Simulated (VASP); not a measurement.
Input of a VASP 6.6.1 run:

Contents of POSCAR:

```
Ge
1.0
   -1.6084200000      1.6084200000      1.8731800000
    1.6084200000     -1.6084200000      1.8731800000
    1.6084200000      1.6084200000     -1.8731800000
Ge
1
Direct
    0.5000000000      0.5000000000      0.0000000000
```

The input INCAR.step1:

```
ALGO     = Normal         # electronic algorithm
EDIFF    = 1E-5           # SCF threshold, eV
ENCUT    = 520            # plane-wave cutoff, eV
GGA      = PE             # functional
ISIF     = 2              # what is computed and relaxed
ISMEAR   = -1             # smearing method
LASPH    = True           # aspherical terms in the spheres
LCHARG   = False          # write CHGCAR
LREAL    = False          # projectors in reciprocal space
LWAVE    = True           # write WAVECAR
NBANDS   = 13             # bands
NELM     = 80             # most SCF steps
PREC     = Accurate       # precision mode
SIGMA    = 0.05           # smearing width, eV
```

File INCAR.step2:

```
AEXX     = 0.25           # exact-exchange fraction
ALGO     = Normal         # electronic algorithm
EDIFF    = 1E-7           # SCF threshold, eV
ENCUT    = 520            # plane-wave cutoff, eV
ISIF     = 2              # what is computed and relaxed
ISMEAR   = -1             # smearing method
ISTART   = 1            
LASPH    = True           # aspherical terms in the spheres
LCHARG   = False          # write CHGCAR
LHFCALC  = True           # exact exchange
LMIXTAU  = True         
LREAL    = False          # projectors in reciprocal space
LWAVE    = False          # write WAVECAR
METAGGA  = R2SCAN         # meta-GGA
NBANDS   = 13             # bands
NELM     = 80             # most SCF steps
PREC     = Accurate       # precision mode
PRECFOCK = Normal       
SIGMA    = 0.05           # smearing width, eV
```

File KPOINTS:

```
k-points
0
Gamma
  6 6 6
```

Potentials or basis: VASP PAW PBE potentials, release 64 (Ge_d).

Launch:

```bash
$ cat potpaw_PBE.64/Ge_d/POTCAR > POTCAR
$ cp INCAR.step1 INCAR
$ mpirun -np 1 vasp_std > vasp.out
$ cp INCAR.step2 INCAR
$ mpirun -np 1 vasp_std > vasp.out
```

Question: What does it give for the pressure?

Answer: -2.9 GPa.

Question: What does it give for the band gap on the k mesh?

Answer: Zero (band 7 reaches 16.72 eV, above the bottom of band 8 at 2.78 eV).

Stress tensor (GPa, compression positive):
```
  0.66   0.00   0.00
  0.00   0.66   0.00
  0.00   0.00 -10.08
```

Caveat: the k points lie up to 0.46 Å⁻¹ apart; the PAW data sets were made with another functional, which shifts forces and pressure a little.
